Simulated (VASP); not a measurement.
# BN (R3m) in VASP: a series of runs

Runs on BN. Level: PBE. Tasks: single point, relaxation of cell and atoms.

All numbers are computed with VASP 6.6.1; they aren't measurements. Logs are shortened: lines on timing, memory, paths and dates and some standing lists are left out, and cuts for length are marked.

## Step 1: The cell of the first run

Symmetry: R3m, No. 160, trigonal system. The conventional cell has a = 2.557 Å, b = 2.557 Å, c = 18.951 Å, α = 90.00°, β = 90.00°, γ = 120.00°. B (site symmetry 3m) has 4 N at 1.57 to 1.58 Å within 2.1 Å. B (site symmetry 3m) has 4 N at 1.57 Å within 2.1 Å. B (site symmetry 3m) has 4 N at 1.57 to 1.58 Å within 2.1 Å. N (site symmetry 3m) has 4 B at 1.57 to 1.58 Å within 2.1 Å. N (site symmetry 3m) has 4 B at 1.57 to 1.58 Å within 2.1 Å. Within 2.1 Å of N (site symmetry 3m) lie 4 B at 1.57 Å.

## Step 2: Single point, PBE

Contents of INCAR:

```
  ALGO = Normal
  EDIFF = 1E-7
  ENCUT = 520
  GGA = PE
  ISIF = 2
  ISMEAR = 0
  LASPH = T
  LCHARG = F
  LREAL = F
  LWAVE = F
  NBANDS = 21
  NELM = 100
  PREC = Accurate
  SIGMA = 0.02
```

Contents of KPOINTS:

```
k-points
0
Gamma
  12 12 12
```

Contents of POSCAR:

```
BN
1.0
    1.2786032388      0.7382019241      6.3168502954
   -1.2786032388      0.7382019241      6.3168502954
    0.0000000000     -1.4764038482      6.3168502954
B N
3 3
Direct
    0.7641437596      0.7641437596      0.7641437596
    0.5414554614      0.5414554614      0.5414554614
    0.3193257249      0.3193257249      0.3193257249
    0.6806159633      0.6806159633      0.6806159633
    0.2358373055      0.2358373055      0.2358373055
    0.4586217853      0.4586217853      0.4586217853
```

Potentials or basis: VASP PAW PBE potentials, release 64 (B, N).

The run is started by

```
> cat potpaw_PBE.64/B/POTCAR potpaw_PBE.64/N/POTCAR > POTCAR
> mpirun -np 1 vasp_std > vasp.out
```

OUTCAR:

```text
EDIFF = 1E-7
   ENCUT = 520
   GGA = PE
   ISIF = 2
   ISMEAR = 0
   LASPH = T
   LREAL = F
   NELM = 100
   PREC = Accurate

 ion  position               nearest neighbor table
   1  0.764  0.764  0.764-   6 1.57   6 1.57   6 1.57   4 1.58
   2  0.541  0.541  0.541-   5 1.57   5 1.57   5 1.57   6 1.57
   3  0.319  0.319  0.319-   4 1.57   4 1.57   4 1.57   5 1.58
   4  0.681  0.681  0.681-   3 1.57   3 1.57   3 1.57   1 1.58
   5  0.236  0.236  0.236-   2 1.57   2 1.57   2 1.57   3 1.58
   6  0.459  0.459  0.459-   1 1.57   1 1.57   1 1.57   2 1.57

  LATTYP: Found a trigonal (rhomboedric) cell.
 ALAT       =     6.4870922591
 COS(alpha) =     0.9223035015

  Lattice vectors:

 A1 = (   1.2786032388,   0.7382019241,   6.3168502954)
 A2 = (  -1.2786032388,   0.7382019241,   6.3168502954)
 A3 = (   0.0000000000,  -1.4764038482,   6.3168502954)

Analysis of symmetry for initial positions (statically):
=====================================================================
 Subroutine PRICEL returns:
 Original cell was already a primitive cell.

 Routine SETGRP: Setting up the symmetry group for a
 trigonal (rhombohedral) supercell.

 Subroutine GETGRP returns: Found  6 space group operations
 (whereof  6 operations were pure point group operations)
 out of a pool of 12 trial point group operations.

The static configuration has the point symmetry C_3v.

Analysis of symmetry for dynamics (positions and initial velocities):
=====================================================================
 Subroutine PRICEL returns:
 Original cell was already a primitive cell.

 Routine SETGRP: Setting up the symmetry group for a
 trigonal (rhombohedral) supercell.

 Subroutine GETGRP returns: Found  6 space group operations
 (whereof  6 operations were pure point group operations)
 out of a pool of 12 trial point group operations.

The dynamic configuration has the point symmetry C_3v.

 Subroutine INISYM returns: Found  6 space group operations
 (whereof  6 operations are pure point group operations),
 and found     1 'primitive' translations

----------------------------------------------------------------------------------------

                                     Primitive cell

  volume of cell :      35.7736

  direct lattice vectors                    reciprocal lattice vectors
     1.278603239  0.738201924  6.316850295     0.391051723  0.225773818  0.052768915
    -1.278603239  0.738201924  6.316850295    -0.391051723  0.225773818  0.052768915
     0.000000000 -1.476403848  6.316850295     0.000000000 -0.451547635  0.052768915

  length of vectors
     6.487092259  6.487092259  6.487092259     0.454620529  0.454620529  0.454620529

  position of ions in fractional coordinates (direct lattice)
     0.764143760  0.764143760  0.764143760
     0.541455461  0.541455461  0.541455461
     0.319325725  0.319325725  0.319325725
     0.680615963  0.680615963  0.680615963
     0.235837305  0.235837305  0.235837305
     0.458621785  0.458621785  0.458621785

  ion indices of the primitive-cell ions
   primitive index   ion index
                 1           1
                 2           2
                 3           3
                 4           4
                 5           5
                 6           6

----------------------------------------------------------------------------------------

 KPOINTS: k-points

Automatic generation of k-mesh.
 Grid dimensions read from file:
 generate k-points for:   12   12   12

 Generating k-lattice:

  Cartesian coordinates                     Fractional coordinates (reciprocal lattice)
     0.032587644  0.018814485  0.004397410     0.083333333 -0.000000000 -0.000000000
    -0.032587644  0.018814485  0.004397410    -0.000000000  0.083333333 -0.000000000
     0.000000000 -0.037628970  0.004397410    -0.000000000 -0.000000000  0.083333333

  Length of vectors
     0.037885044  0.037885044  0.037885044

  Shift w.r.t. Gamma in fractional coordinates (k-lattice)
     0.000000000  0.000000000  0.000000000

 Subroutine IBZKPT returns following result:
 ===========================================

 Found    189 irreducible k-points:

 Following reciprocal coordinates:
            Coordinates               Weight
  0.000000  0.000000  0.000000      1.000000
  0.083333 -0.000000  0.000000      6.000000
  0.166667  0.000000  0.000000      6.000000
  0.250000 -0.000000  0.000000      6.000000
  0.333333  0.000000  0.000000      6.000000
  0.416667 -0.000000  0.000000      6.000000
[... 16 lines left out ...]
  0.500000  0.166667  0.000000     12.000000
 -0.416667  0.166667  0.000000     12.000000
 [... further k-points ...]
   k-points           NKPTS =    189   k-points in BZ     NKDIM =    189   number of bands    NBANDS=     21
   number of dos      NEDOS =    301   number of ions     NIONS =      6
   total plane-waves  NPLWV = 110592
   dimension x,y,z NGX =    48 NGY =   48 NGZ =   48
   dimension x,y,z NGXF=    96 NGYF=   96 NGZF=   96
   ions per type =               3   3
   NGX,Y,Z   is equivalent  to a cutoff of  12.30, 12.30, 12.30 a.u.
   NGXF,Y,Z  is equivalent  to a cutoff of  24.60, 24.60, 24.60 a.u.
 SYSTEM =  unknown system
   PREC   = accura    normal or accurate (medium, high low for compatibility)
   ISTART =      0    job   : 0-new  1-cont  2-samecut
   ICHARG =      2    charge: 1-file 2-atom 10-const
   ISPIN  =      1    spin polarized calculation?
   LNONCOLLINEAR =      F non collinear calculations
   LSORBIT =      F    spin-orbit coupling
   LASPH  =      T    aspherical Exc in radial PAW
   ENCUT  =  520.0 eV  38.22 Ry    6.18 a.u.  12.06 12.06 12.06*2*pi/ulx,y,z
   NELM   =    100;   NELMIN=  2; NELMDL= -5     # of ELM steps
   EDIFF  = 0.1E-06   stopping-criterion for ELM
   LREAL  =      F    real-space projection
   EDIFFG = 0.1E-05   stopping-criterion for IOM
   NSW    =      0    number of steps for IOM
   IBRION =     -1    ionic relax: 0-MD 1-quasi-New 2-CG
   NFREE  =      0    steps in history (QN), initial steepest desc. (CG)
   ISIF   =      2    stress and relaxation
   ISYM   =      2    0-nonsym 1-usesym 2-fastsym
   POTIM  = 0.5000    time-step for ionic-motion
   TEBEG  =    0.0;   TEEND  =   0.0 temperature during run
   PSTRESS=    0.0 pullay stress
   NELECT =      24.0000    total number of electrons
   NUPDOWN=      -1.0000    fix difference up-down
   EMIN   =  10.00;   EMAX   =-10.00  energy-range for DOS
   EFERMI =   0.00;   METHOD = LEGACY
   ISMEAR =     0;   SIGMA  =   0.02  broadening in eV -4-tet -1-fermi 0-gaus
   EFERMI_NEDOS =   21; number of points for ismear=-14 and -15
   IALGO  =     38    algorithm
   IMIX   =      4    mixing-type and parameters
     AMIX     =   0.40;   BMIX     =  1.00
     AMIX_MAG =   1.60;   BMIX_MAG =  1.00
  volume/ion in A,a.u.               =       5.96        40.24
  Fermi-wavevector in a.u.,A,eV,Ry     =   1.433148  2.708257 27.945177  2.053913
  Thomas-Fermi vector in A             =   2.552698
   LORBIT       =      0    0 simple, 1 ext, 2 COOP (PROOUT), +10 PAW based schemes
   GGA     = PE    functional components
   LHFCALC =     F    Hartree Fock is set to
   AEXX    =    0.0000 exact exchange contribution
   IVDW    =     0    specifies the selected vdW correction
   LEPSILON=     F    determine dielectric tensor
   LRPA    =     F    only Hartree local field effects (RPA)
 non-spin polarized calculation
 Gauss-broadening in eV      SIGMA  =   0.02
  energy-cutoff  :      520.00
  volume of cell :       35.77
 maximum number of plane-waves:       983
   NGX = 25   NGY = 25   NGZ = 25

 number of electron      23.9999997 magnetization

 Free energy of the ion-electron system (eV)
  ---------------------------------------------------
  ext. energy  EPLUGINS =         0.00000000
  ---------------------------------------------------
  free energy    TOTEN  =       -52.28942409 eV

  energy without entropy =      -52.28942409  energy(sigma->0) =      -52.28942409

 E-fermi :   7.4762     XC(G=0): -12.7696

 val. band max:        7.3888277218   @ k =   0.0000   0.0000   0.0000
 cond. band min:      12.9137706455   @ k =   0.5000  -0.0000   0.0000
 fundamental gap:      5.5249429237
 Fermi energy:         7.4762159315

 k-point     1 :       0.0000    0.0000    0.0000
  band No.  band energies     occupation
      1     -12.8512      2.00000
      2     -10.3865      2.00000
      3     -10.3413      2.00000
      4      -0.6015      2.00000
      5      -0.5513      2.00000
      6       5.7405      2.00000
[... 13 lines left out ...]
     20      17.8395      0.00000
     21      18.4595      0.00000

 k-point     2 :       0.0833   -0.0000    0.0000
  band No.  band energies     occupation
      1     -12.6994      2.00000
      2     -10.3531      2.00000
      3     -10.1045      2.00000
      4      -0.7176      2.00000
      5      -0.2297      2.00000
      6       4.9432      2.00000
[... 13 lines left out ...]
     20      18.3439      0.00000
     21      18.5804      0.00000

 k-point     3 :       0.1667    0.0000    0.0000
  band No.  band energies     occupation
      1     -12.2490      2.00000
      2     -10.0717      2.00000
      3      -9.5973      2.00000
      4      -0.6595      2.00000
      5       0.2445      2.00000
      6       3.2581      2.00000
[... 13 lines left out ...]
     20      19.3801      0.00000
     21      19.5762      0.00000
[... 457 lines left out ...]
 k-point    23 :       0.5000    0.1667    0.0000
  band No.  band energies     occupation
      1      -9.0545      2.00000
      2      -8.0809      2.00000
      3      -7.3389      2.00000
      4      -1.9487      2.00000
      5      -1.0837      2.00000
      6      -0.5459      2.00000
[... 13 lines left out ...]
     20      21.1830      0.00000
     21      21.5388      0.00000

 k-point    24 :      -0.4167    0.1667    0.0000
  band No.  band energies     occupation
      1      -8.4254      2.00000
      2      -7.6744      2.00000
      3      -7.5018      2.00000
      4      -2.3520      2.00000
      5      -1.5888      2.00000
      6      -0.8766      2.00000
[... 13 lines left out ...]
     20      21.2213      0.00000
     21      22.2651      0.00000

 [... further k-points ...]
[... 5 lines left out ...]
  --------------------------------------------------------------------------------------
  -------------------------------------------------------------------------------------
  Total        0.0557216      0.0557216      0.0501120      0.0000000      0.0000000      0.0000000
  in kB        2.4955787      2.4955787      2.2443451      0.0000000      0.0000000      0.0000000
  external PRESSURE =       2.4118342 kB  Pullay stress =       0.0000000 kB

 VOLUME and BASIS-vectors are now :
 -----------------------------------------------------------------------------
  energy-cutoff  :      520.00
  volume of cell :       35.77
      direct lattice vectors                 reciprocal lattice vectors
     1.278603239  0.738201924  6.316850295     0.391051723  0.225773818  0.052768915
    -1.278603239  0.738201924  6.316850295    -0.391051723  0.225773818  0.052768915
     0.000000000 -1.476403848  6.316850295     0.000000000 -0.451547635  0.052768915

 POSITION                                       TOTAL-FORCE (eV/Angst)
 -----------------------------------------------------------------------------------
      0.00000      0.00000     14.48095         0.000000      0.000000     -0.001962
      0.00000      0.00000     10.26088         0.000000     -0.000000     -0.000590
      0.00000      0.00000      6.05140         0.000000      0.000000     -0.001279
      0.00000      0.00000     12.89805         0.000000     -0.000000      0.001467
      0.00000      0.00000      4.46925         0.000000     -0.000000      0.001751
      0.00000      0.00000      8.69114         0.000000      0.000000      0.000612
 -----------------------------------------------------------------------------------
    total drift:                               -0.000000     -0.000000      0.000016

  FREE ENERGIE OF THE ION-ELECTRON SYSTEM (eV)
  ---------------------------------------------------
  free  energy   TOTEN  =       -52.2894240853 eV

  energy  without entropy=      -52.2894240853  energy(sigma->0) =      -52.28942409
```

Run time: 3.3 min. Hardware: 1 thread of Intel Xeon 6975P-C (Granite Rapids), shared host; peak memory 0.36 GiB.

What came out:

- Free energy: -52.2894 eV
- Pressure: 0.2 GPa
- Band gap on the k mesh: 5.53 eV, indirect (least direct gap 7.56 eV)

## Step 3: Relaxation of cell and atoms, PBE

Contents of INCAR:

```
SYSTEM = BN
  PREC = Accurate
  ENCUT = 600
  EDIFF = 1E-6
  ISMEAR = 0
  SIGMA = 0.02
  LREAL = .FALSE.
  LASPH = .TRUE.
  NELM = 100
  ALGO = Normal
  ISIF = 3
  LWAVE = .FALSE.
  LCHARG = .FALSE.
  GGA = PE
  IBRION = 2
  NSW = 100
  EDIFFG = -0.01
```

Contents of KPOINTS:

```
Automatic mesh
0
G
  12 12 12
  0 0 0
```

Contents of POSCAR:

```
BN
1.0
    1.2783630266      0.7380632375      6.3155769086
   -1.2783630266      0.7380632375      6.3155769086
    0.0000000000     -1.4761264750      6.3155769086
B N
3 3
Direct
    0.7641429445      0.7641429445      0.7641429445
    0.5414569686      0.5414569686      0.5414569686
    0.3193237197      0.3193237197      0.3193237197
    0.6806167874      0.6806167874      0.6806167874
    0.2358368706      0.2358368706      0.2358368706
    0.4586227093      0.4586227093      0.4586227093
```

Potentials or basis: VASP PAW PBE potentials, release 64 (B, N).

The run is started by

```
> cat potpaw_PBE.64/B/POTCAR potpaw_PBE.64/N/POTCAR > POTCAR
> mpirun -np 1 vasp_std > vasp.out
```

OUTCAR:

```text
SYSTEM = BN
   PREC = Accurate
   ENCUT = 600
   EDIFF = 1E-6
   ISMEAR = 0
   LREAL = .FALSE.
   LASPH = .TRUE.
   NELM = 100
   ISIF = 3
   GGA = PE
   IBRION = 2
   NSW = 100
   EDIFFG = -0.01

 ion  position               nearest neighbor table
   1  0.764  0.764  0.764-   6 1.57   6 1.57   6 1.57   4 1.58
   2  0.541  0.541  0.541-   5 1.57   5 1.57   5 1.57   6 1.57
   3  0.319  0.319  0.319-   4 1.57   4 1.57   4 1.57   5 1.58
   4  0.681  0.681  0.681-   3 1.57   3 1.57   3 1.57   1 1.58
   5  0.236  0.236  0.236-   2 1.57   2 1.57   2 1.57   3 1.58
   6  0.459  0.459  0.459-   1 1.57   1 1.57   1 1.57   2 1.57

  LATTYP: Found a trigonal (rhomboedric) cell.
 ALAT       =     6.4857891624
 COS(alpha) =     0.9223014803

  Lattice vectors:

 A1 = (   1.2783630266,   0.7380632375,   6.3155769086)
 A2 = (  -1.2783630266,   0.7380632375,   6.3155769086)
 A3 = (   0.0000000000,  -1.4761264750,   6.3155769086)

Analysis of symmetry for initial positions (statically):
=====================================================================
 Subroutine PRICEL returns:
[... 181 lines left out ...]
 E-fermi :   7.5145     XC(G=0): -12.7726

 val. band max:        7.3958328598   @ k =   0.0000   0.0000   0.0000
 cond. band min:      12.9220786975   @ k =   0.5000   0.0000  -0.0000
 fundamental gap:      5.5262458377
 Fermi energy:         7.5145139769

 k-point     1 :       0.0000    0.0000    0.0000
  band No.  band energies     occupation
      1     -12.8511      2.00000
      2     -10.3851      2.00000
      3     -10.3403      2.00000
      4      -0.5984      2.00000
      5      -0.5484      2.00000
      6       5.7466      2.00000
[... 433 lines left out ...]
      3      -7.4992      2.00000
      4      -2.3505      2.00000
      5      -1.5864      2.00000
      6      -0.8739      2.00000
[... 8 lines left out ...]
     15      17.1174      0.00000
     16      18.3061      0.00000

 [... further k-points ...]
[... 5 lines left out ...]
  --------------------------------------------------------------------------------------
  -------------------------------------------------------------------------------------
  Total        0.0402944      0.0402944      0.0401336     -0.0000000      0.0000000      0.0000000
  in kB        1.8056891      1.8056891      1.7984827     -0.0000000      0.0000000      0.0000000
  external PRESSURE =       1.8032870 kB  Pullay stress =       0.0000000 kB

 VOLUME and BASIS-vectors are now :
 -----------------------------------------------------------------------------
  energy-cutoff  :      600.00
  volume of cell :       35.75
      direct lattice vectors                 reciprocal lattice vectors
     1.278363027  0.738063238  6.315576909     0.391125204  0.225816242  0.052779554
    -1.278363027  0.738063238  6.315576909    -0.391125204  0.225816242  0.052779554
     0.000000000 -1.476126475  6.315576909     0.000000000 -0.451632484  0.052779554

 POSITION                                       TOTAL-FORCE (eV/Angst)
 -----------------------------------------------------------------------------------
      0.00000      0.00000     14.47801         0.000000      0.000000     -0.001401
      0.00000      0.00000     10.25884         0.000000      0.000000     -0.002164
      0.00000      0.00000      6.05014         0.000000     -0.000000      0.000077
      0.00000      0.00000     12.89546         0.000000      0.000000      0.000446
      0.00000      0.00000      4.46834         0.000000      0.000000      0.002875
      0.00000      0.00000      8.68940         0.000000     -0.000000      0.000167
 -----------------------------------------------------------------------------------
    total drift:                                0.000000     -0.000000      0.000017

  FREE ENERGIE OF THE ION-ELECTRON SYSTEM (eV)
  ---------------------------------------------------
  free  energy   TOTEN  =       -52.3000979283 eV

  energy  without entropy=      -52.3000979283  energy(sigma->0) =      -52.30009793

 reached required accuracy - stopping structural energy minimisation
```

CONTCAR:

```text
BN
   1.00000000000000
     1.2783630265999999    0.7380632375000000    6.3155769085999998
    -1.2783630265999999    0.7380632375000000    6.3155769085999998
     0.0000000000000000   -1.4761264750000000    6.3155769085999998
  B               N
     3     3
Direct
     0.7641429445000014    0.7641429445000014    0.7641429445000014
     0.5414569686000021    0.5414569686000021    0.5414569686000021
     0.3193237197000016    0.3193237197000016    0.3193237197000016
     0.6806167873999982    0.6806167873999982    0.6806167873999982
     0.2358368705999965    0.2358368705999965    0.2358368705999965
     0.4586227093000019    0.4586227093000019    0.4586227093000019

  0.00000000E+00  0.00000000E+00  0.00000000E+00
  0.00000000E+00  0.00000000E+00  0.00000000E+00
  0.00000000E+00  0.00000000E+00  0.00000000E+00
  0.00000000E+00  0.00000000E+00  0.00000000E+00
  0.00000000E+00  0.00000000E+00  0.00000000E+00
  0.00000000E+00  0.00000000E+00  0.00000000E+00
```

Wall time 4.6 min (1 thread of Intel Xeon 6975P-C (Granite Rapids), shared host); peak memory 0.44 GiB.

What came out:

```yaml
Free_energy: -52.3001 eV
Pressure_after_relaxing: 0.2 GPa
Band_gap_on_the_k_mesh: 5.53 eV, indirect (least direct gap 7.57 eV)
```

Forces in eV/Å, atoms in the order of the input:
```
B    0.000  0.000 -0.001
B    0.000  0.000 -0.002
B    0.000  0.000  0.000
N    0.000  0.000  0.000
N    0.000  0.000  0.003
N    0.000  0.000  0.000
```

Final structure:
```
B N
1.0
     1.27836    0.73806    6.31558
    -1.27836    0.73806    6.31558
     0.00000   -1.47613    6.31558
B N
3 3
Direct
  0.76414 0.76414 0.76414
  0.54146 0.54146 0.54146
  0.31932 0.31932 0.31932
  0.68062 0.68062 0.68062
  0.23584 0.23584 0.23584
  0.45862 0.45862 0.45862
```

Caveat: the relaxation stopped at its first step, so nothing moved.
